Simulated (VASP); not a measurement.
Write the native input for VASP 6.6.1 that does the following.

```yaml
Task: relaxation of the atoms
Functional: PBE
Potentials_or_basis: VASP PAW PBE potentials, release 64 (Si, C)
Cutoff: 520 eV
k_mesh: 10 × 10 × 2
Occupations: fermi-dirac, width 0.02 eV
Spin: no spin polarisation
Dipole_correction: no
Further_INCAR_settings: LREAL = Auto; ALGO = Normal; EDIFF = 1e-06; IBRION = 2; EDIFFG = -0.02; NSW = 80
```

The structure of SiC lies in POSCAR:

```
SiC
1.0
    3.0790000000      0.0000000000      0.0000000000
   -1.5395000000      2.6664922183      0.0000000000
    0.0000000000      0.0000000000     20.1460000000
Si C
8 8
Direct
    0.3333333333      0.6666666667      0.2500000000
    0.6666666667      0.3333333333      0.7500000000
    0.3333333333      0.6666666667      0.6250000000
    0.6666666667      0.3333333333      0.1250000000
    0.0000000000      0.0000000000      0.0000000000
    0.0000000000      0.0000000000      0.5000000000
    0.3333333333      0.6666666667      0.8750000000
    0.6666666667      0.3333333333      0.3750000000
    0.3333333333      0.6666666667      0.9690000000
    0.6666666667      0.3333333333      0.4690000000
    0.0000000000      0.0000000000      0.0940000000
    0.0000000000      0.0000000000      0.5940000000
    0.3333333333      0.6666666667      0.3440000000
    0.6666666667      0.3333333333      0.8440000000
    0.3333333333      0.6666666667      0.7190000000
    0.6666666667      0.3333333333      0.2190000000
```

These files were run (other wordings do the same):

INCAR

```
PREC     = Accurate       # precision mode
ENCUT    = 520            # plane-wave cutoff, eV
EDIFF    = 1E-6           # SCF threshold, eV
ISMEAR   = -1             # smearing method
SIGMA    = 0.02           # smearing width, eV
LREAL    = Auto         
LASPH    = T              # aspherical terms in the spheres
NELM     = 80             # most SCF steps
ALGO     = Normal         # electronic algorithm
ISIF     = 2              # what is computed and relaxed
LWAVE    = F              # write WAVECAR
LCHARG   = F              # write CHGCAR
GGA      = PE             # functional
IBRION   = 2              # ionic algorithm
NSW      = 80             # ionic steps
EDIFFG   = -0.02          # ionic threshold
KPAR     = 4
```

KPOINTS

```
regular mesh
0
Gamma
  10 10 2
```

Potentials or basis: VASP PAW PBE potentials, release 64 (Si, C).

Run with:

```bash
$ cat potpaw_PBE.64/Si/POTCAR potpaw_PBE.64/C/POTCAR > POTCAR
$ mpirun -np 4 vasp_std > vasp.out
```

Results of the run:

```
Energy gained by relaxing    : 0.1 meV/atom
Ionic steps                  : 4
Pressure after relaxing      : 3.4 GPa
Largest force after relaxing : 0.017 eV/Å
Band gap on the k mesh       : 1.77 eV (least direct gap 2.86 eV)
```

Wall time 4.7 min on 4 MPI ranks on Oxide Virtual Turin-like Processor, with other jobs on the host, peak memory 0.33 GiB a rank.
